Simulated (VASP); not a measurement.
InAs (zincblende type):

```
In As
1.0
     0.00000    3.10723    3.10723
     3.10723    0.00000    3.10723
     3.10723    3.10723    0.00000
In As
1 1
Direct
  0.00000 0.00000 0.00000
  0.25000 0.25000 0.25000
```

| Item | Value |
| --- | --- |
| Program | VASP 6.6.1 |
| Task | relaxation of cell and atoms |
| Functional | r2SCAN |
| Potentials or basis | VASP PAW PBE potentials, release 64 (In_d, As) |
| Cutoff | 600 eV |
| k mesh | 11 × 11 × 11 |
| Occupations | fermi-dirac, width 0.1 eV |
| Spin | no spin polarisation |

At the start: pressure -2.6 GPa; volume 30.00 Å³/atom.

How do energy, volume and symmetry change on relaxing?

Over 3 steps the energy falls by 12.6 meV/atom and the volume is 28.52 Å³/atom (-4.9 %); space group F-43m (No. 216, to 0.1 Å) before and after.

The path:
```
step  energy change (eV)  largest force (eV/Å)  pressure (GPa)  volume (Å³)
   1              0.0000                0.0000           -2.59        60.00
   2             -0.0209                0.0000            1.25        55.88
   3             -0.0252                0.0000            0.01        57.03
```

Final structure:
```xyz
2
Lattice="0.0000 3.0551 3.0551 3.0551 0.0000 3.0551 3.0551 3.0551 0.0000" Properties=species:S:1:pos:R:3 pbc="T T T"
In    0.0000    0.0000    0.0000
As    1.5276    1.5276    1.5276
```

Caveat: the PAW data sets were made with another functional, which shifts forces and pressure a little.
